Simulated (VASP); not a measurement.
Here is a VASP 6.6.1 calculation.

File INCAR:

```
ALGO = Normal ; EDIFF = 1E-6
ENCUT = 400 ; GGA = PS
GGA_COMPAT = F ; ISIF = 2
ISMEAR = -1 ; LASPH = T
LCHARG = F ; LREAL = F
LWAVE = F ; NBANDS = 70
NELM = 120 ; PREC = Accurate
SIGMA = 0.1
```

Contents of KPOINTS:

```
k-points
0
Gamma
  2 2 2
```

The input POSCAR:

```
Rh
1.0
    0.0000000000      3.7152320000      3.7152320000
    3.7152320000      0.0000000000      3.7152320000
    3.7152320000      3.7152320000      0.0000000000
Rh
8
Direct
    0.0130943370      0.0009465089     -0.0058396084
   -0.0010372165      0.0059225104      0.4999718726
   -0.0045993090      0.4947202490      0.0027690061
   -0.0058857697      0.5155548832      0.4974924850
    0.4983745295      0.0013659981      0.0112622846
    0.4933289496     -0.0019634036      0.4983297140
    0.5046596013      0.5028828617     -0.0102850912
    0.5010174331      0.4870831754      0.5107559905
```

Potentials or basis: VASP PAW PBE potentials, release 64 (Rh_pv).

Run with:

```sh
$ cat potpaw_PBE.64/Rh_pv/POTCAR > POTCAR
$ mpirun -np 1 vasp_std > vasp.out
```

Q: Predict the pressure.

A: 8.8 GPa.

Q: What does it give for the largest force?

A: 1.765 eV/Å.

Stress tensor (GPa, compression positive):
```
 8.97  0.32 -0.10
 0.32  8.91  0.06
-0.10  0.06  8.44
```

Caveat: the k points lie up to 0.73 Å⁻¹ apart, too coarse for converged energies and pressures of a metal; the PAW data sets were made with another functional, which shifts forces and pressure a little.
